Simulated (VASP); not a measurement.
Crystal: Na2Cl.

```
Na Cl
1.0
     1.96739    1.13587    6.72908
    -1.96739    1.13587    6.72908
     0.00000   -2.27174    6.72908
Na Cl
2 1
Direct
  0.75107 0.75107 0.75107
  0.24893 0.24893 0.24893
  0.00000 0.00000 0.00000
```

- Program: VASP 6.6.1
- Task: relaxation of cell and atoms
- Functional: LDA
- Potentials or basis: VASP PAW LDA potentials, release 64 (Na_pv, Cl)
- Cutoff: 600 eV
- k mesh: 7 × 7 × 7
- Occupations: fermi-dirac, width 0.1 eV
- Spin: no spin polarisation

At the start: pressure -1.7 GPa; volume 30.07 Å³/atom.

Question: How do energy, volume and symmetry change on relaxing?

Answer: Over 9 steps the energy falls by 19.3 meV/atom and the volume is 26.53 Å³/atom (-11.8 %); space group R-3m (No. 166, to 0.05 Å).

Step by step:
```csv
step,energy change (eV),largest force (eV/Å),pressure (GPa),volume (Å³)
1,0.0000,0.1023,-1.66,90.22
2,-0.0349,0.0170,-1.06,86.22
3,-0.0521,0.1013,-0.15,81.71
4,-0.0522,0.1153,-0.05,81.24
5,-0.0540,0.0983,-0.04,80.94
6,-0.0573,0.0475,-0.05,80.06
7,-0.0547,0.0629,0.08,78.29
8,-0.0579,0.0140,0.07,79.50
9,-0.0579,0.0196,0.00,79.58
```

Final structure:
```
Na Cl
1.0
     1.87814    1.08434    6.51289
    -1.87814    1.08434    6.51289
     0.00000   -2.16869    6.51289
Na Cl
2 1
Direct
  0.75246 0.75246 0.75246
  0.24754 0.24754 0.24754
  0.00000 0.00000 0.00000
```

Caveat: an odd number of electrons without spin polarisation forces a metal; a magnetic or distorted state may lie lower.
